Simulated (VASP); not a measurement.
A run of VASP 6.6.1 is set up as follows.

Contents of POSCAR:

```
KTaO3
1.0
    3.9087285897      0.0000000000      0.0000000000
    0.0000000000      3.9087285897      0.0000000000
    0.0000000000      0.0000000000      3.9087285897
K Ta O
1 1 3
Direct
    0.5000000000      0.5000000000      0.5000000000
    0.0000000000      0.0000000000      0.0000000000
    0.5000000000      0.0000000000      0.0000000000
    0.0000000000      0.5000000000      0.0000000000
    0.0000000000      0.0000000000      0.5000000000
```

File INCAR.step1:

```
SYSTEM = KTaO3
  PREC = Accurate
  ENCUT = 770
  ISMEAR = 0
  SIGMA = 0.02
  LREAL = .False.
  LASPH = .True.
  NELM = 120
  NBANDS = 28
  GGA = PE
  ALGO = Normal
  EDIFF = 1E-5
  LWAVE = .True.
  LCHARG = .False.
  GGA_COMPAT = .False.
```

Contents of INCAR.step2:

```
SYSTEM = KTaO3
  PREC = Accurate
  ENCUT = 770
  EDIFF = 1E-6
  ISMEAR = 0
  SIGMA = 0.02
  LREAL = .False.
  LASPH = .True.
  NELM = 120
  ALGO = Normal
  ISIF = 2
  LWAVE = .False.
  LCHARG = .True.
  METAGGA = R2SCAN
  LMIXTAU = .True.
  LELF = .True.
  LVHAR = .True.
  NBANDS = 28
  ISTART = 1
  GGA_COMPAT = .False.
```

KPOINTS

```
Automatic mesh
0
Gamma
  6 6 6
  0 0 0
```

Potentials or basis: VASP PAW PBE potentials, release 64 (K_sv, Ta_sv_GW, O).

The run is started by

```bash
$ cat potpaw_PBE.64/K_sv/POTCAR potpaw_PBE.64/Ta_sv_GW/POTCAR potpaw_PBE.64/O/POTCAR > POTCAR
$ cp INCAR.step1 INCAR
$ mpirun -np 1 vasp_std > vasp.out
$ cp INCAR.step2 INCAR
$ mpirun -np 1 vasp_std > vasp.out
```

Problem. What does it give for the pressure?

Solution. 15.2 GPa.

Problem. Estimate the band gap on the k mesh.

Solution. 2.77 eV (least direct gap 3.38 eV).

Caveat: the cell stands under pressure; the PAW data sets were made with another functional, which shifts forces and pressure a little; spin-orbit coupling is left out, which moves the levels of the heavy elements. r2SCAN opens gaps a little over a GGA but as a rule still falls short of measured ones.
